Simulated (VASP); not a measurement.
# KTaO3 (R-3m) in VASP: electric field gradients with LDA

Aim: the electric field gradients of KTaO3 with LDA.

All numbers are computed with VASP 6.6.1; they aren't measurements. Logs are shortened: lines on timing, memory, paths and dates and some standing lists are left out, and cuts for length are marked.

## Step 1: The cell of the first run

Symmetry: R-3m, No. 166, trigonal system. The conventional cell has a = 5.697 Å, b = 5.697 Å, c = 6.770 Å, α = 90.00°, β = 90.00°, γ = 120.00°. Within 3.7 Å of K (site symmetry -3m) lie 12 O at 2.79 to 2.85 Å and 8 Ta at 3.38 to 3.48 Å. Within 2.6 Å of Ta (site symmetry -3m) lie 6 O at 1.99 Å. Within 2.6 Å of O (site symmetry 2/m) lie 2 Ta at 1.99 Å.

## Step 2: Electric field gradients, LDA (equal xy, yz and zx shear strains of -2 %)

The input, INCAR:

```
PREC = Accurate ; ENCUT = 520
EDIFF = 1E-8 ; ISMEAR = -1
SIGMA = 0.01 ; LREAL = False
LASPH = True ; NELM = 120
ALGO = Normal ; ISIF = 2
LWAVE = False ; LCHARG = False
GGA = CA ; LEFG = True
NBANDS = 28 ; GGA_COMPAT = False
```

The input, KPOINTS:

```
Automatic mesh
0
Gamma
  5 5 5
```

The input, POSCAR:

```
KTaO3
1.0
    3.9883000000     -0.0398830000     -0.0398830000
   -0.0398830000      3.9883000000     -0.0398830000
   -0.0398830000     -0.0398830000      3.9883000000
K Ta O
1 1 3
Direct
    0.5000000000      0.5000000000      0.5000000000
    0.0000000000      0.0000000000      0.0000000000
    0.5000000000      0.0000000000      0.0000000000
    0.0000000000      0.5000000000      0.0000000000
    0.0000000000      0.0000000000      0.5000000000
```

Potentials or basis: VASP PAW LDA potentials, release 64 (K_sv, Ta_sv_GW, O).

Launch:

```
> cat potpaw_LDA.64/K_sv/POTCAR potpaw_LDA.64/Ta_sv_GW/POTCAR potpaw_LDA.64/O/POTCAR > POTCAR
> mpirun -np 1 vasp_std > vasp.out
```

OUTCAR:

```text
PREC = Accurate
   ENCUT = 520
   EDIFF = 1E-8
   ISMEAR = -1
   LREAL = False
   LASPH = True
   NELM = 120
   ISIF = 2
   GGA = CA

 ion  position               nearest neighbor table
   1  0.500  0.500  0.500-   3 2.79   4 2.79   5 2.79   3 2.79   4 2.79   5 2.79   5 2.85   3 2.85
                             4 2.85   5 2.85   4 2.85   3 2.85   2 3.38   2 3.38   2 3.48   2 3.48
   2  0.000  0.000  0.000-   3 1.99   4 1.99   5 1.99   5 1.99   4 1.99   3 1.99   1 3.38   1 3.38
                             1 3.48   1 3.48   1 3.48   1 3.48   1 3.48   1 3.48
   3  0.500  0.000  0.000-   2 1.99   2 1.99   1 2.79   1 2.79   1 2.85   1 2.85
   4  0.000  0.500  0.000-   2 1.99   2 1.99   1 2.79   1 2.79   1 2.85   1 2.85
   5  0.000  0.000  0.500-   2 1.99   2 1.99   1 2.79   1 2.79   1 2.85   1 2.85

  LATTYP: Found a trigonal (rhomboedric) cell.
 ALAT       =     3.9886988101
 COS(alpha) =    -0.0198960208

  Lattice vectors:

 A1 = (   3.9883000000,  -0.0398830000,  -0.0398830000)
 A2 = (  -0.0398830000,   3.9883000000,  -0.0398830000)
 A3 = (  -0.0398830000,  -0.0398830000,   3.9883000000)

Analysis of symmetry for initial positions (statically):
=====================================================================
 Subroutine PRICEL returns:
 Original cell was already a primitive cell.

 Routine SETGRP: Setting up the symmetry group for a
 trigonal (rhombohedral) supercell.

 Subroutine GETGRP returns: Found 12 space group operations
 (whereof 12 operations were pure point group operations)
 out of a pool of 12 trial point group operations.

The static configuration has the point symmetry D_3d.

Analysis of symmetry for dynamics (positions and initial velocities):
=====================================================================
 Subroutine PRICEL returns:
 Original cell was already a primitive cell.

 Routine SETGRP: Setting up the symmetry group for a
 trigonal (rhombohedral) supercell.

 Subroutine GETGRP returns: Found 12 space group operations
 (whereof 12 operations were pure point group operations)
 out of a pool of 12 trial point group operations.

The dynamic configuration has the point symmetry D_3d.

 Subroutine INISYM returns: Found 12 space group operations
 (whereof 12 operations are pure point group operations),
[... 147 lines left out ...]
 cond. band min:       4.8599109540   @ k =   0.0000   0.0000   0.0000
 fundamental gap:      2.0844038439
 Fermi energy:         3.2288585145

 k-point     1 :       0.0000    0.0000    0.0000
  band No.  band energies     occupation
      1     -64.2452      2.00000
      2     -30.9828      2.00000
      3     -30.9606      2.00000
      4     -30.9606      2.00000
      5     -23.9886      2.00000
      6     -14.3640      2.00000
[... 578 lines left out ...]
     27      13.8138      0.00000
     28      14.5150      0.00000

------------------------ aborting loop because EDIFF is reached ----------------------------------------

  FORCE on cell =-STRESS in cart. coord.  units (eV):
  Direction    XX          YY          ZZ          XY          YZ          ZX
  --------------------------------------------------------------------------------------
  -------------------------------------------------------------------------------------
  Total       -1.9167929     -1.9167929     -1.9167929      0.7870693      0.7870693      0.7870693
  in kB      -48.4232002    -48.4232002    -48.4232002     19.8834292     19.8834292     19.8834292
  external PRESSURE =     -48.4232002 kB  Pullay stress =       0.0000000 kB

 VOLUME and BASIS-vectors are now :
 -----------------------------------------------------------------------------
  energy-cutoff  :      520.00
  volume of cell :       63.42
      direct lattice vectors                 reciprocal lattice vectors
     3.988300000 -0.039883000 -0.039883000     0.250784059  0.002533172  0.002533172
    -0.039883000  3.988300000 -0.039883000     0.002533172  0.250784059  0.002533172
    -0.039883000 -0.039883000  3.988300000     0.002533172  0.002533172  0.250784059

 POSITION                                       TOTAL-FORCE (eV/Angst)
 -----------------------------------------------------------------------------------
      1.95427      1.95427      1.95427         0.000000      0.000000      0.000000
      0.00000      0.00000      0.00000        -0.000000     -0.000000      0.000000
      1.99415     -0.01994     -0.01994        -0.000000     -0.000000     -0.000000
     -0.01994      1.99415     -0.01994        -0.000000     -0.000000      0.000000
     -0.01994     -0.01994      1.99415         0.000000     -0.000000      0.000000
 -----------------------------------------------------------------------------------
    total drift:                                0.000000     -0.000000      0.000000

  FREE ENERGIE OF THE ION-ELECTRON SYSTEM (eV)
  ---------------------------------------------------
  free  energy   TOTEN  =       -47.5604630761 eV

  energy  without entropy=      -47.5604630761  energy(sigma->0) =      -47.56046308

 Electric field gradients (V/A^2)
---------------------------------------------------------------------
 ion       V_xx      V_yy      V_zz      V_xy      V_xz      V_yz
---------------------------------------------------------------------
   1       0.000     0.000    -0.000    -1.506    -1.506    -1.506
   2      -0.000    -0.000    -0.000    26.038    26.038    26.038
   3      14.277    -7.138    -7.138    -2.457    -2.457     1.040
   4      -7.138    14.277    -7.138    -2.457     1.040    -2.457
   5      -7.138    -7.138    14.277     1.040    -2.457    -2.457
---------------------------------------------------------------------

 Electric field gradients after diagonalization (V/A^2)
 (convention: |V_zz| > |V_xx| > |V_yy|)
----------------------------------------------------------------------
 ion       V_xx      V_yy      V_zz     asymmetry (V_yy - V_xx)/ V_zz
----------------------------------------------------------------------
   1       1.506     1.506    -3.011       0.000
   2     -26.038   -26.038    52.076       0.000
   3      -8.178    -6.675    14.853       0.101
   4      -8.178    -6.675    14.853       0.101
   5      -8.178    -6.675    14.853       0.101
----------------------------------------------------------------------

           NMR quadrupolar parameters

 Cq : quadrupolar parameter    Cq=e*Q*V_zz/h
 eta: asymmetry parameters     (V_yy - V_xx)/ V_zz
 Q  : nuclear electric quadrupole moment in mb (millibarn)
----------------------------------------------------------------------
 ion       Cq(MHz)       eta       Q (mb)
----------------------------------------------------------------------
   1      -0.007       0.000       1.000
   2       0.126       0.000       1.000
   3       0.036       0.101       1.000
   4       0.036       0.101       1.000
   5       0.036       0.101       1.000
----------------------------------------------------------------------
```

stdout:

```text
POSCAR found type information on POSCAR K TaO
 POSCAR found :  3 types and       5 ions
 scaLAPACK will be used
 LDA part: xc-table for (Slater(with rela. corr.)+CA(PZ))
 , standard interpolation
 POSCAR, INCAR and KPOINTS ok, starting setup
 FFT: planning ... GRIDC
 FFT: planning ... GRID_SOFT
 FFT: planning ... GRID
 WAVECAR not read
 entering main loop
ion   1

ion   2

ion   3
     0.0000293     0.6861163    -0.2922175    -0.3002516     0.6861163     0.5200510
     0.0000403     0.6861163    -0.2922174    -0.3002516     0.6861163     0.5200510
     0.0000555     0.6861162    -0.2922174    -0.3002516     0.6861162     0.5200511
     0.0000765     0.6861162    -0.2922174    -0.3002516     0.6861162     0.5200511

     0.0000293     2.2037000    -0.9160460     2.9082692     2.2037000    -5.0372701
     0.0000403     2.2036996    -0.9160458     2.9082684     2.2036996    -5.0372687
     0.0000555     2.2036989    -0.9160455     2.9082670     2.2036989    -5.0372663
     0.0000765     2.2036978    -0.9160451     2.9082647     2.2036978    -5.0372623

ion   4
     0.0000293     0.6861163     0.6861163    -0.3002516    -0.2922175    -0.5200510
     0.0000403     0.6861163     0.6861163    -0.3002516    -0.2922174    -0.5200510
     0.0000555     0.6861162     0.6861162    -0.3002516    -0.2922174    -0.5200511
     0.0000765     0.6861162     0.6861162    -0.3002516    -0.2922174    -0.5200511

     0.0000293     2.2037000     2.2037000     2.9082692    -0.9160460     5.0372701
     0.0000403     2.2036996     2.2036996     2.9082684    -0.9160458     5.0372687
     0.0000555     2.2036989     2.2036989     2.9082670    -0.9160455     5.0372663
     0.0000765     2.2036978     2.2036978     2.9082647    -0.9160451     5.0372623

ion   5
```

It took 100 s on 1 thread of AMD EPYC, shared host; peak memory 0.14 GiB.

Results:

* Free energy: -47.5605 eV
* Pressure: -4.8 GPa
* Band gap on the k mesh: 2.08 eV (least direct gap 2.52 eV)
* Largest electric field gradient by atom: K -3.0; Ta +52.1; O +14.9 V/Å²

Levels at points of the mesh, in eV from the valence-band top:
```tsv
k point	band 17	band 18	band 19	band 20	band 21	band 22	band 23	band 24
(0.00, 0.00, 0.00)	-0.93	-0.54	-0.54	-0.44	2.08	2.17	2.17	6.48
```

Electric field gradients, principal values (V/Å²):
| atom | least | middle | greatest (by size) |
| --- | --- | --- | --- |
| 1 K | 1.506 | 1.506 | -3.011 |
| 2 Ta | -26.038 | -26.038 | 52.076 |
| 3 O | -6.675 | -8.178 | 14.853 |
| 4 O | -6.675 | -8.178 | 14.853 |
| 5 O | -6.675 | -8.178 | 14.853 |

Caveat: the cell differs from its parent crystal (equal xy, yz and zx shear strains of -2 %); the cell stands under tension; without QUAD_EFG the Cq values of the log hold for a quadrupole moment of 1 mb, not for the nuclei; spin-orbit coupling is left out, which moves the levels of the heavy elements. A k mesh can miss the band edges.
